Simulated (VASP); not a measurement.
A run of VASP 6.6.1:

File INCAR:

```
ALGO = Normal
EDIFF = 1E-7
ENCUT = 520
GGA = PE
ISIF = 2
ISMEAR = -1
LASPH = True
LCHARG = True
LELF = True
LREAL = False
LVHAR = True
LWAVE = False
NBANDS = 21
NELM = 100
PREC = Accurate
SIGMA = 0.05
```

File KPOINTS:

```
k-points
0
Gamma
  15 15 15
```

POSCAR

```
Sn
1.0
   -2.8764417908      2.8764417908      1.5691520944
    2.8764417908     -2.8764417908      1.5691520944
    2.8764417908      2.8764417908     -1.5691520944
Sn
2
Direct
    0.0000000000      0.0000000000      0.0000000000
    0.7500000000      0.2500000000      0.5000000000
```

Potentials or basis: VASP PAW PBE potentials, release 64 (Sn_d).

Run with:

```sh
$ cat potpaw_PBE.64/Sn_d/POTCAR > POTCAR
$ mpirun -np 1 vasp_std > vasp.out
```

Hardware: 1 thread of Intel(R) Xeon(R) Platinum 8259CL CPU @ 2.50GHz (Skylake/Cascade Lake), on a shared host.

**Question.** Estimate the wall time of this run.

**Answer.** It took 2.7 min on 1 thread of Intel(R) Xeon(R) Platinum 8259CL CPU @ 2.50GHz (Skylake/Cascade Lake) (shared host), peak memory 0.36 GiB. Counts: scf iterations 13, k points 288.
